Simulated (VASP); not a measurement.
# ZnCu (Pm-3m) in VASP: a series of runs, part 2 of 2

VASP 6.6.1. The steps go on from the part before.

## (3) Single point, PBEsol

This run uses another cell than the first one, of 13.54 Å³/atom.

File INCAR:

```
SYSTEM = ZnCu
PREC     = Accurate       ! precision mode
ENCUT    = 820            ! plane-wave cutoff, eV
EDIFF    = 1E-6           ! SCF threshold, eV
ISMEAR   = -1             ! smearing method
SIGMA    = 0.05           ! smearing width, eV
LREAL    = .False.        ! projectors in reciprocal space
LASPH    = .True.         ! aspherical terms in the spheres
NELM     = 120            ! most SCF steps
ALGO     = Normal         ! electronic algorithm
ISIF     = 2              ! what is computed and relaxed
LWAVE    = .False.        ! write WAVECAR
LCHARG   = .False.        ! write CHGCAR
GGA      = PS             ! functional
NBANDS   = 22             ! bands
GGA_COMPAT= .False.
```

File KPOINTS:

```
Automatic mesh
0
Gamma
  9 9 9
  0 0 0
```

File POSCAR:

```
ZnCu
1.0
    3.0027597620      0.0000000000      0.0000000000
    0.0000000000      3.0027597620      0.0000000000
    0.0000000000      0.0000000000      3.0027597620
Zn Cu
1 1
Direct
    0.5000000000      0.5000000000      0.5000000000
    0.0000000000      0.0000000000      0.0000000000
```

Potentials or basis: VASP PAW PBE potentials, release 64 (Zn, Cu_sv_GW).

Started as:

```bash
cat potpaw_PBE.64/Zn/POTCAR potpaw_PBE.64/Cu_sv_GW/POTCAR > POTCAR
mpirun -np 1 vasp_std > vasp.out
```

OUTCAR:

```text
SYSTEM = ZnCu
   PREC = Accurate
   ENCUT = 820
   EDIFF = 1E-6
   ISMEAR = -1
   LREAL = .False.
   LASPH = .True.
   NELM = 120
   ISIF = 2
   GGA = PS

 ion  position               nearest neighbor table
   1  0.500  0.500  0.500-   2 2.60   2 2.60   2 2.60   2 2.60   2 2.60   2 2.60   2 2.60   2 2.60

   2  0.000  0.000  0.000-   1 2.60   1 2.60   1 2.60   1 2.60   1 2.60   1 2.60   1 2.60   1 2.60

  LATTYP: Found a simple cubic cell.
 ALAT       =     3.0027597620

  Lattice vectors:

 A1 = (   3.0027597620,   0.0000000000,   0.0000000000)
 A2 = (   0.0000000000,   3.0027597620,   0.0000000000)
 A3 = (   0.0000000000,   0.0000000000,   3.0027597620)

Analysis of symmetry for initial positions (statically):
=====================================================================
 Subroutine PRICEL returns:
 Original cell was already a primitive cell.

 Routine SETGRP: Setting up the symmetry group for a
 simple cubic supercell.

 Subroutine GETGRP returns: Found 48 space group operations
 (whereof 48 operations were pure point group operations)
 out of a pool of 48 trial point group operations.

The static configuration has the point symmetry O_h .

Analysis of symmetry for dynamics (positions and initial velocities):
=====================================================================
 Subroutine PRICEL returns:
 Original cell was already a primitive cell.

 Routine SETGRP: Setting up the symmetry group for a
 simple cubic supercell.

 Subroutine GETGRP returns: Found 48 space group operations
 (whereof 48 operations were pure point group operations)
 out of a pool of 48 trial point group operations.

The dynamic configuration has the point symmetry O_h .

 Subroutine INISYM returns: Found 48 space group operations
 (whereof 48 operations are pure point group operations),
 and found     1 'primitive' translations

----------------------------------------------------------------------------------------

                                     Primitive cell

  volume of cell :      27.0746

  direct lattice vectors                    reciprocal lattice vectors
     3.002759762  0.000000000  0.000000000     0.333026975  0.000000000  0.000000000
     0.000000000  3.002759762  0.000000000     0.000000000  0.333026975  0.000000000
     0.000000000  0.000000000  3.002759762     0.000000000  0.000000000  0.333026975

  length of vectors
     3.002759762  3.002759762  3.002759762     0.333026975  0.333026975  0.333026975

  position of ions in fractional coordinates (direct lattice)
     0.500000000  0.500000000  0.500000000
     0.000000000  0.000000000  0.000000000

  ion indices of the primitive-cell ions
   primitive index   ion index
                 1           1
                 2           2

----------------------------------------------------------------------------------------

 KPOINTS: Automatic mesh

Automatic generation of k-mesh.
 Grid dimensions read from file:
 generate k-points for:    9    9    9

 Generating k-lattice:

  Cartesian coordinates                     Fractional coordinates (reciprocal lattice)
     0.037002997  0.000000000  0.000000000     0.111111111  0.000000000  0.000000000
     0.000000000  0.037002997  0.000000000     0.000000000  0.111111111  0.000000000
     0.000000000  0.000000000  0.037002997     0.000000000  0.000000000  0.111111111

  Length of vectors
     0.037002997  0.037002997  0.037002997

  Shift w.r.t. Gamma in fractional coordinates (k-lattice)
     0.000000000  0.000000000  0.000000000

 Subroutine IBZKPT returns following result:
 ===========================================

 Found     35 irreducible k-points:

 Following reciprocal coordinates:
            Coordinates               Weight
  0.000000  0.000000  0.000000      1.000000
  0.111111  0.000000  0.000000      6.000000
  0.222222  0.000000  0.000000      6.000000
  0.333333  0.000000  0.000000      6.000000
  0.444444  0.000000  0.000000      6.000000
  0.111111  0.111111  0.000000     12.000000
[... 16 lines left out ...]
  0.333333  0.333333  0.111111     24.000000
  0.444444  0.333333  0.111111     48.000000
 [... further k-points ...]
   k-points           NKPTS =     35   k-points in BZ     NKDIM =     35   number of bands    NBANDS=     22
   number of dos      NEDOS =    301   number of ions     NIONS =      2
   total plane-waves  NPLWV =  21952
   dimension x,y,z NGX =    28 NGY =   28 NGZ =   28
   dimension x,y,z NGXF=    56 NGYF=   56 NGZF=   56
   ions per type =               1   1
   NGX,Y,Z   is equivalent  to a cutoff of  15.50, 15.50, 15.50 a.u.
   NGXF,Y,Z  is equivalent  to a cutoff of  31.00, 31.00, 31.00 a.u.
 SYSTEM =  ZnCu
   PREC   = accura    normal or accurate (medium, high low for compatibility)
   ISTART =      0    job   : 0-new  1-cont  2-samecut
   ICHARG =      2    charge: 1-file 2-atom 10-const
   ISPIN  =      1    spin polarized calculation?
   LNONCOLLINEAR =      F non collinear calculations
   LSORBIT =      F    spin-orbit coupling
   LASPH  =      T    aspherical Exc in radial PAW
   ENCUT  =  820.0 eV  60.27 Ry    7.76 a.u.   7.01  7.01  7.01*2*pi/ulx,y,z
   NELM   =    120;   NELMIN=  2; NELMDL= -5     # of ELM steps
   EDIFF  = 0.1E-05   stopping-criterion for ELM
   LREAL  =      F    real-space projection
   EDIFFG = 0.1E-04   stopping-criterion for IOM
   NSW    =      0    number of steps for IOM
   IBRION =     -1    ionic relax: 0-MD 1-quasi-New 2-CG
   NFREE  =      0    steps in history (QN), initial steepest desc. (CG)
   ISIF   =      2    stress and relaxation
   ISYM   =      2    0-nonsym 1-usesym 2-fastsym
   POTIM  = 0.5000    time-step for ionic-motion
   TEBEG  =    0.0;   TEEND  =   0.0 temperature during run
   PSTRESS=    0.0 pullay stress
   NELECT =      31.0000    total number of electrons
   NUPDOWN=      -1.0000    fix difference up-down
   EMIN   =  10.00;   EMAX   =-10.00  energy-range for DOS
   EFERMI =   0.00;   METHOD = LEGACY
   ISMEAR =    -1;   SIGMA  =   0.05  broadening in eV -4-tet -1-fermi 0-gaus
   EFERMI_NEDOS =   21; number of points for ismear=-14 and -15
   IALGO  =     38    algorithm
   IMIX   =      4    mixing-type and parameters
     AMIX     =   0.40;   BMIX     =  1.00
     AMIX_MAG =   1.60;   BMIX_MAG =  1.00
  volume/ion in A,a.u.               =      13.54        91.35
  Fermi-wavevector in a.u.,A,eV,Ry     =   1.712674  3.236485 39.909338  2.933254
  Thomas-Fermi vector in A             =   2.790560
   LORBIT       =      0    0 simple, 1 ext, 2 COOP (PROOUT), +10 PAW based schemes
   GGA     = PS    functional components
   LHFCALC =     F    Hartree Fock is set to
   AEXX    =    0.0000 exact exchange contribution
   IVDW    =     0    specifies the selected vdW correction
   LEPSILON=     F    determine dielectric tensor
   LRPA    =     F    only Hartree local field effects (RPA)
 non-spin polarized calculation
  energy-cutoff  :      820.00
  volume of cell :       27.07
 maximum number of plane-waves:      1463
   NGX = 15   NGY = 15   NGZ = 15

 number of electron      30.9999996 magnetization

 Free energy of the ion-electron system (eV)
  ---------------------------------------------------
  ext. energy  EPLUGINS =         0.00000000
  ---------------------------------------------------
  free energy    TOTEN  =        -6.07665617 eV

  energy without entropy =       -6.07188127  energy(sigma->0) =       -6.07426872

 E-fermi :   4.8749     XC(G=0): -12.5211

 val. band max:        4.8427803260   @ k =   0.3333   0.3333   0.0000
 cond. band min:       4.9852567834   @ k =   0.3333   0.2222   0.1111
 fundamental gap:      0.1424764573
 Fermi energy:         4.8749448481

 k-point     1 :       0.0000    0.0000    0.0000
  band No.  band energies     occupation
      1    -107.7077      2.00000
      2     -65.2316      2.00000
      3     -65.2316      2.00000
      4     -65.2316      2.00000
      5      -5.1164      2.00000
      6      -2.8071      2.00000
[... 14 lines left out ...]
     21      16.1366      0.00000
     22      27.6856      0.00000
[... 552 lines left out ...]
  band No.  band energies     occupation
      1    -107.7071      2.00000
      2     -65.2386      2.00000
      3     -65.2368      2.00000
      4     -65.2316      2.00000
      5      -2.8632      2.00000
      6      -2.6036      2.00000
[... 14 lines left out ...]
     21      19.5096      0.00000
     22      20.5771      0.00000

 [... further k-points ...]

------------------------ aborting loop because EDIFF is reached ----------------------------------------

  FORCE on cell =-STRESS in cart. coord.  units (eV):
  Direction    XX          YY          ZZ          XY          YZ          ZX
  --------------------------------------------------------------------------------------
  -------------------------------------------------------------------------------------
  Total       -1.8553294     -1.8553294     -1.8553294      0.0000000      0.0000000     -0.0000000
  in kB     -109.7917878   -109.7917878   -109.7917878      0.0000000      0.0000000     -0.0000000
  external PRESSURE =    -109.7917878 kB  Pullay stress =       0.0000000 kB

 VOLUME and BASIS-vectors are now :
 -----------------------------------------------------------------------------
  energy-cutoff  :      820.00
  volume of cell :       27.07
      direct lattice vectors                 reciprocal lattice vectors
     3.002759762  0.000000000  0.000000000     0.333026975  0.000000000  0.000000000
     0.000000000  3.002759762  0.000000000     0.000000000  0.333026975  0.000000000
     0.000000000  0.000000000  3.002759762     0.000000000  0.000000000  0.333026975

 POSITION                                       TOTAL-FORCE (eV/Angst)
 -----------------------------------------------------------------------------------
      1.50138      1.50138      1.50138         0.000000      0.000000      0.000000
      0.00000      0.00000      0.00000         0.000000      0.000000      0.000000
 -----------------------------------------------------------------------------------
    total drift:                               -0.000000      0.000000      0.000000

  FREE ENERGIE OF THE ION-ELECTRON SYSTEM (eV)
  ---------------------------------------------------
  free  energy   TOTEN  =        -6.0766561667 eV

  energy  without entropy=       -6.0718812715  energy(sigma->0) =       -6.07426872
```

It took 21 s on 1 thread of Intel Xeon 6975P-C (Granite Rapids), shared host; peak memory 0.2 GiB.

Results:

| Property | Result |
| --- | --- |
| Free energy | -6.0767 eV |
| Pressure | -11.0 GPa |
| Band gap on the k mesh | zero (an odd number of electrons rules out a gap without spin polarisation) |

Caveat: the cell stands under tension; the PAW data sets were made with another functional, which shifts forces and pressure a little.

## (4) Single point, PBEsol

This run uses another cell than the first one, of 13.28 Å³/atom.

File INCAR:

```
SYSTEM = ZnCu
PREC = Accurate
ENCUT = 820
EDIFF = 1E-6
ISMEAR = -1
SIGMA = 0.05
LREAL = .False.
LASPH = .True.
NELM = 120
ALGO = Normal
ISIF = 2
LWAVE = .False.
LCHARG = .False.
GGA = PS
NBANDS = 22
GGA_COMPAT = .False.
```

File KPOINTS:

```
regular mesh
0
Gamma
  9 9 9
  0 0 0
```

File POSCAR:

```
ZnCu
1.0
    2.9837544443      0.0000000000      0.0000000000
    0.0000000000      2.9837544443      0.0000000000
    0.0000000000      0.0000000000      2.9837544443
Zn Cu
1 1
Direct
    0.5000000000      0.5000000000      0.5000000000
    0.0000000000      0.0000000000      0.0000000000
```

Started as:

```bash
cat potpaw_PBE.64/Zn/POTCAR potpaw_PBE.64/Cu_sv_GW/POTCAR > POTCAR
mpirun -np 1 vasp_std > vasp.out
```

It took 40 s on 1 thread of Intel Xeon Platinum 8375C at 2.90GHz (Ice Lake), shared host; peak memory 0.2 GiB.

It converged, with:

```yaml
Free_energy: -6.1053 eV
Pressure: -9.3 GPa
Band_gap_on_the_k_mesh: zero (an odd number of electrons rules out a gap without spin polarisation)
```

Levels at points of the mesh, in eV from the Fermi level:
```csv
k point,band 12,band 13,band 14,band 15,band 16,band 17,band 18,band 19
"(0.00, 0.00, 0.00)",-3.48,-2.67,-2.67,-2.67,5.98,5.98,5.98,10.97
```

Caveat: the cell stands under tension; the PAW data sets were made with another functional, which shifts forces and pressure a little.

## (5) The runs side by side

| level | potentials or basis | cell | gap on the mesh (eV) | pressure (GPa) |
| --- | --- | --- | --- | --- |
| LDA | VASP PAW LDA potentials, release 64 (Zn, Cu_sv_GW) | a = 2.905 Å, 2 atoms | none | -5.3 |
| PBEsol | VASP PAW PBE potentials, release 64 (Zn, Cu_sv_GW) | a = 3.003 Å, 2 atoms | none | -11.0 |
| PBEsol | VASP PAW PBE potentials, release 64 (Zn, Cu_sv_GW) | a = 2.984 Å, 2 atoms | none | -9.3 |

Alike in all rows: task single point; no spin polarisation; k mesh 9 × 9 × 9; cutoff (eV) 820; smearing fermi-dirac 0.05 eV.

Caveats: the cell stands under tension; the PAW data sets were made with another functional, which shifts forces and pressure a little (at least some runs).

Total energies depend on the potentials used, so only differences within one code and one set of settings carry meaning.

The gap in the log of VASP goes by the Fermi energy; the results here count the filled bands.